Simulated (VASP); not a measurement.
# As (C2/c) in VASP: further runs

The runs below take As through single point, with BLYP.

All numbers are computed with VASP 6.6.1; they aren't measurements. Logs are shortened: lines on timing, memory, paths and dates and some standing lists are left out, and cuts for length are marked.

### Step 1. The cell of the first run

The typed cell holds 2 atoms: a = 8.340 Å, b = 8.340 Å, c = 3.517 Å, α = 90.00°, β = 90.00°, γ = 160.63°.

### Step 2. Single point, BLYP (40.57 Å³/atom)

INCAR reads:

```
  PREC = Accurate
  ENCUT = 520
  EDIFF = 1E-6
  ISMEAR = -1
  SIGMA = 0.1
  LREAL = False
  LASPH = True
  NELM = 100
  ALGO = Normal
  ISIF = 2
  LWAVE = False
  LCHARG = False
  GGA = B5
  ALDAX = 1.0
  AGGAX = 1.0
  AGGAC = 1.0
  ALDAC = 0.0
  NBANDS = 12
```

KPOINTS reads:

```
regular mesh
0
Gamma
  12 12 10
```

POSCAR reads:

```
As
1.0
   -5.6220605957      6.0037865957      1.3769271945
    6.0037865957     -5.6220605957      1.3769271945
    2.4404656611      2.4404656611     -0.6777953264
As
2
Direct
    0.9249950251      0.0750049749      0.0000000000
    0.8250049749      0.1749950251      0.5000000000
```

Potentials or basis: VASP PAW PBE potentials, release 64 (As).

Started as:

```bash
$ cat potpaw_PBE.64/As/POTCAR > POTCAR
$ mpirun -np 1 vasp_std > vasp.out
```

OUTCAR:

```text
PREC = Accurate
   ENCUT = 520
   EDIFF = 1E-6
   ISMEAR = -1
   LREAL = False
   LASPH = True
   NELM = 100
   ISIF = 2
   GGA = B5

 ion  position               nearest neighbor table
   1  0.925  0.075  0.000-   2 2.41   2 2.41
   2  0.825  0.175  0.500-   1 2.41   1 2.41

  LATTYP: Found a base centered monoclinic cell.
 ALAT       =     2.8062686033
 B/A-ratio  =     5.8588229055
 C/A-ratio  =     1.2533600000
 COS(beta)  =    -0.0003415513

  Lattice vectors:

 A1 = (  -5.6220605957,   6.0037865957,   1.3769271945)
 A2 = (   6.0037865957,  -5.6220605957,   1.3769271945)
 A3 = (   2.4404656611,   2.4404656611,  -0.6777953264)

Analysis of symmetry for initial positions (statically):
=====================================================================
 Subroutine PRICEL returns:
 Original cell was already a primitive cell.

 Routine SETGRP: Setting up the symmetry group for a
 base centered monoclinic supercell.

 Subroutine GETGRP returns: Found  4 space group operations
 (whereof  2 operations were pure point group operations)
 out of a pool of  4 trial point group operations.

The static configuration has the point symmetry C_2 .
 The point group associated with its full space group is C_2h.

Analysis of symmetry for dynamics (positions and initial velocities):
=====================================================================
 Subroutine PRICEL returns:
 Original cell was already a primitive cell.

 Routine SETGRP: Setting up the symmetry group for a
 base centered monoclinic supercell.

 Subroutine GETGRP returns: Found  4 space group operations
 (whereof  2 operations were pure point group operations)
 out of a pool of  4 trial point group operations.

The dynamic configuration has the point symmetry C_2 .
 The point group associated with its full space group is C_2h.

 Subroutine INISYM returns: Found  4 space group operations
 (whereof  2 operations are pure point group operations),
 and found     1 'primitive' translations

----------------------------------------------------------------------------------------

                                     Primitive cell

  volume of cell :      81.1417

  direct lattice vectors                    reciprocal lattice vectors
    -5.622060596  6.003786596  1.376927194     0.005549096  0.091564333  0.349666011
     6.003786596 -5.622060596  1.376927194     0.091564333  0.005549096  0.349666011
     2.440465661  2.440465661 -0.677795326     0.197283923  0.197283923 -0.054693090

  length of vectors
     8.339601149  8.339601149  3.517264817     0.361498463  0.361498463  0.284311848

  position of ions in fractional coordinates (direct lattice)
     0.924995025  0.075004975  0.000000000
     0.825004975  0.174995025  0.500000000

  ion indices of the primitive-cell ions
   primitive index   ion index
                 1           1
                 2           2

----------------------------------------------------------------------------------------

 KPOINTS: regular mesh

Automatic generation of k-mesh.
 Grid dimensions read from file:
 generate k-points for:   12   12   10

 Generating k-lattice:

  Cartesian coordinates                     Fractional coordinates (reciprocal lattice)
     0.000462425  0.007630361  0.029138834     0.083333333  0.000000000  0.000000000
     0.007630361  0.000462425  0.029138834     0.000000000  0.083333333  0.000000000
     0.019728392  0.019728392 -0.005469309    -0.000000000 -0.000000000  0.100000000

  Length of vectors
     0.030124872  0.030124872  0.028431185

  Shift w.r.t. Gamma in fractional coordinates (k-lattice)
     0.000000000  0.000000000  0.000000000

 Subroutine IBZKPT returns following result:
 ===========================================

 Found    398 irreducible k-points:

 Following reciprocal coordinates:
            Coordinates               Weight
  0.000000  0.000000  0.000000      1.000000
  0.083333 -0.000000 -0.000000      4.000000
  0.166667 -0.000000 -0.000000      4.000000
  0.250000  0.000000 -0.000000      4.000000
  0.333333  0.000000 -0.000000      4.000000
  0.416667  0.000000 -0.000000      4.000000
[... 16 lines left out ...]
  0.500000  0.166667 -0.000000      4.000000
 -0.416667  0.166667  0.000000      4.000000
 [... further k-points ...]
   k-points           NKPTS =    398   k-points in BZ     NKDIM =    398   number of bands    NBANDS=     12
   number of dos      NEDOS =    301   number of ions     NIONS =      2
   total plane-waves  NPLWV = 114688
   dimension x,y,z NGX =    64 NGY =   64 NGZ =   28
   dimension x,y,z NGXF=   128 NGYF=  128 NGZF=   56
   ions per type =               2
   NGX,Y,Z   is equivalent  to a cutoff of  12.76, 12.76, 13.23 a.u.
   NGXF,Y,Z  is equivalent  to a cutoff of  25.52, 25.52, 26.47 a.u.
 SYSTEM =  unknown system
   PREC   = accura    normal or accurate (medium, high low for compatibility)
   ISTART =      0    job   : 0-new  1-cont  2-samecut
   ICHARG =      2    charge: 1-file 2-atom 10-const
   ISPIN  =      1    spin polarized calculation?
   LNONCOLLINEAR =      F non collinear calculations
   LSORBIT =      F    spin-orbit coupling
   LASPH  =      T    aspherical Exc in radial PAW
   ENCUT  =  520.0 eV  38.22 Ry    6.18 a.u.  15.51 15.51  6.54*2*pi/ulx,y,z
   NELM   =    100;   NELMIN=  2; NELMDL= -5     # of ELM steps
   EDIFF  = 0.1E-05   stopping-criterion for ELM
   LREAL  =      F    real-space projection
   EDIFFG = 0.1E-04   stopping-criterion for IOM
   NSW    =      0    number of steps for IOM
   IBRION =     -1    ionic relax: 0-MD 1-quasi-New 2-CG
   NFREE  =      0    steps in history (QN), initial steepest desc. (CG)
   ISIF   =      2    stress and relaxation
   ISYM   =      2    0-nonsym 1-usesym 2-fastsym
   POTIM  = 0.5000    time-step for ionic-motion
   TEBEG  =    0.0;   TEEND  =   0.0 temperature during run
   PSTRESS=    0.0 pullay stress
   NELECT =      10.0000    total number of electrons
   NUPDOWN=      -1.0000    fix difference up-down
   EMIN   =  10.00;   EMAX   =-10.00  energy-range for DOS
   EFERMI =   0.00;   METHOD = LEGACY
   ISMEAR =    -1;   SIGMA  =   0.10  broadening in eV -4-tet -1-fermi 0-gaus
   EFERMI_NEDOS =   21; number of points for ismear=-14 and -15
   IALGO  =     38    algorithm
   IMIX   =      4    mixing-type and parameters
     AMIX     =   0.40;   BMIX     =  1.00
     AMIX_MAG =   1.60;   BMIX_MAG =  1.00
  volume/ion in A,a.u.               =      40.57       273.79
  Fermi-wavevector in a.u.,A,eV,Ry     =   0.814692  1.539545  9.030504  0.663723
  Thomas-Fermi vector in A             =   1.924645
   LORBIT       =      0    0 simple, 1 ext, 2 COOP (PROOUT), +10 PAW based schemes
   GGA     = B5    functional components
   LHFCALC =     F    Hartree Fock is set to
   AEXX    =    0.0000 exact exchange contribution
   IVDW    =     0    specifies the selected vdW correction
   LEPSILON=     F    determine dielectric tensor
   LRPA    =     F    only Hartree local field effects (RPA)
 non-spin polarized calculation
  energy-cutoff  :      520.00
  volume of cell :       81.14
 maximum number of plane-waves:      2216
 NGX is ok and might be reduce to    64
   NGX = 31   NGY = 31   NGZ = 13

 number of electron      10.0000001 magnetization

 Free energy of the ion-electron system (eV)
  ---------------------------------------------------
  ext. energy  EPLUGINS =         0.00000000
  ---------------------------------------------------
  free energy    TOTEN  =        -7.71003616 eV

  energy without entropy =       -7.68571990  energy(sigma->0) =       -7.69787803

 E-fermi :   0.8644     XC(G=0):  -5.9591

 val. band max:        0.8624095083   @ k =   0.1667   0.0833   0.5000
 cond. band min:       0.8663131657   @ k =   0.4167   0.3333   0.5000
 fundamental gap:      0.0039036575
 Fermi energy:         0.8643725952

 k-point     1 :       0.0000    0.0000    0.0000
  band No.  band energies     occupation
      1     -13.6840      2.00000
      2      -8.5008      2.00000
      3      -1.8012      2.00000
      4      -1.7218      2.00000
      5       1.4091      0.00858
      6       4.0652      0.00000
      7       4.1803      0.00000
      8       5.1213      0.00000
      9       6.4598      0.00000
     10       8.0438      0.00000
     11       9.4048      0.00000
     12      10.1591      0.00000

 k-point     2 :       0.0833   -0.0000   -0.0000
  band No.  band energies     occupation
      1     -13.5744      2.00000
      2      -8.3846      2.00000
      3      -1.7076      2.00000
      4      -1.6208      2.00000
      5       1.5180      0.00290
      6       2.9583      0.00000
      7       4.1654      0.00000
      8       5.2422      0.00000
      9       6.6013      0.00000
     10       6.9976      0.00000
     11       9.8405      0.00000
     12      10.9269      0.00000

 k-point     3 :       0.1667   -0.0000   -0.0000
  band No.  band energies     occupation
      1     -13.2523      2.00000
      2      -8.0402      2.00000
      3      -1.4377      2.00000
      4      -1.3516      2.00000
      5       0.8178      1.22896
      6       1.8335      0.00012
      7       4.4563      0.00000
      8       4.9552      0.00000
      9       5.5712      0.00000
     10       7.0293      0.00000
     11      10.2542      0.00000
     12      11.2156      0.00000

 k-point     4 :       0.2500    0.0000   -0.0000
  band No.  band energies     occupation
      1     -12.7425      2.00000
      2      -7.4835      2.00000
      3      -1.6625      2.00000
      4      -1.0286      2.00000
      5      -0.5418      2.00000
      6       2.2000      0.00000
      7       2.9889      0.00000
      8       4.9031      0.00000
      9       6.0918      0.00000
     10       7.6913      0.00000
     11      10.7871      0.00000
     12      11.3160      0.00000

 k-point     5 :       0.3333    0.0000   -0.0000
  band No.  band energies     occupation
      1     -12.1075      2.00000
      2      -6.7606      2.00000
      3      -3.3809      2.00000
      4      -0.5563      2.00000
      5      -0.0953      1.99986
      6       0.8068      1.28003
      7       3.1412      0.00000
      8       5.4305      0.00000
      9       6.7575      0.00000
     10       8.3864      0.00000
     11       9.9064      0.00000
     12      10.4442      0.00000
[... 228 lines left out ...]
      1     -11.2259      2.00000
      2      -5.6346      2.00000
      3      -5.2500      2.00000
      4      -1.2815      2.00000
      5       0.0108      1.99961
      6       0.6696      1.75037
      7       4.1438      0.00000
      8       6.0891      0.00000
      9       7.1158      0.00000
     10       8.1661      0.00000
     11       9.1434      0.00000
     12       9.2998      0.00000

 k-point    22 :       0.4167    0.1667   -0.0000
  band No.  band energies     occupation
      1     -11.5009      2.00000
      2      -6.0126      2.00000
      3      -4.7244      2.00000
      4      -0.6578      2.00000
      5      -0.1533      1.99992
      6       0.4480      1.96939
      7       3.7816      0.00000
      8       5.8942      0.00000
      9       7.3470      0.00000
     10       7.8451      0.00000
     11       9.4804      0.00000
     12       9.5490      0.00000

 k-point    23 :       0.5000    0.1667   -0.0000
  band No.  band energies     occupation
      1     -12.1075      2.00000
      2      -6.7619      2.00000
      3      -3.3807      2.00000
      4      -0.5562      2.00000
      5      -0.0718      1.99983
      6       0.8083      1.27319
      7       3.0936      0.00000
      8       5.4294      0.00000
      9       6.6225      0.00000
     10       8.4947      0.00000
     11      10.1121      0.00000
     12      10.5481      0.00000

 k-point    24 :      -0.4167    0.1667    0.0000
  band No.  band energies     occupation
      1     -12.7424      2.00000
      2      -7.4849      2.00000
      3      -1.6577      2.00000
      4      -1.0285      2.00000
      5      -0.5179      2.00000
      6       2.1709      0.00000
      7       2.9611      0.00000
      8       4.9017      0.00000
      9       5.8755      0.00000
     10       8.1732      0.00000
     11      10.5289      0.00000
     12      11.2882      0.00000

 [... further k-points ...]

------------------------ aborting loop because EDIFF is reached ----------------------------------------

  FORCE on cell =-STRESS in cart. coord.  units (eV):
  Direction    XX          YY          ZZ          XY          YZ          ZX
  --------------------------------------------------------------------------------------
  -------------------------------------------------------------------------------------
  Total        2.6826231      2.6826231      2.4144096      0.2677075     -0.0772087     -0.0772087
  in kB       52.9695585     52.9695585     47.6735669      5.2860010     -1.5245191     -1.5245189
  external PRESSURE =      51.2042279 kB  Pullay stress =       0.0000000 kB

 VOLUME and BASIS-vectors are now :
 -----------------------------------------------------------------------------
  energy-cutoff  :      520.00
  volume of cell :       81.14
      direct lattice vectors                 reciprocal lattice vectors
    -5.622060596  6.003786596  1.376927194     0.005549096  0.091564333  0.349666011
     6.003786596 -5.622060596  1.376927194     0.091564333  0.005549096  0.349666011
     2.440465661  2.440465661 -0.677795326     0.197283923  0.197283923 -0.054693090

 POSITION                                       TOTAL-FORCE (eV/Angst)
 -----------------------------------------------------------------------------------
     -4.75006      5.13179      1.37693        -1.031509      1.031509      0.000000
     -2.36736      5.18955      1.03803         1.031509     -1.031509     -0.000000
 -----------------------------------------------------------------------------------
    total drift:                               -0.000000      0.000000     -0.000000

  FREE ENERGIE OF THE ION-ELECTRON SYSTEM (eV)
  ---------------------------------------------------
  free  energy   TOTEN  =        -7.7100361629 eV

  energy  without entropy=       -7.6857199029  energy(sigma->0) =       -7.69787803
```

Run time: 5.2 min. Hardware: 1 thread of Intel Xeon 6975P-C (Granite Rapids), shared host; peak memory 0.56 GiB.

Results:

```yaml
Free_energy: -7.7100 eV
Pressure: 5.1 GPa
Largest_force: 1.459 eV/Å
Band_gap_on_the_k_mesh: zero (bands 5 and 6 overlap by 4.37 eV)
```

Forces on the atoms (eV/Å):
```
As  -1.032  1.032  0.000
As   1.032 -1.032  0.000
```

Levels at points of the mesh, in eV from the Fermi level:
```tsv
k point	band 2	band 3	band 4	band 5	band 6	band 7	band 8	band 9
(0.00, 0.00, 0.00)	-9.37	-2.67	-2.59	0.54	3.20	3.32	4.26	5.60
(0.50, 0.00, 0.00)	-6.50	-6.11	-2.15	-0.85	-0.19	3.28	5.22	6.24
(0.50, 0.50, 0.00)	-9.37	-2.67	-2.52	0.42	3.20	3.32	3.77	6.69
(0.00, 0.00, 0.50)	-11.96	-4.40	-4.40	1.82	1.82	5.35	5.35	7.69
(0.50, 0.00, 0.50)	-9.43	-3.90	-3.90	-2.08	-2.08	4.57	4.57	4.81
(0.50, 0.50, 0.50)	-11.96	-4.41	-4.41	1.95	1.95	5.35	5.35	6.18
```

Caveat: the cell stands under pressure; the PAW data sets were made with another functional, which shifts forces and pressure a little.

(Continued in part 2 of 2.)

The gap in the log of VASP goes by the Fermi energy; the results here count the filled bands.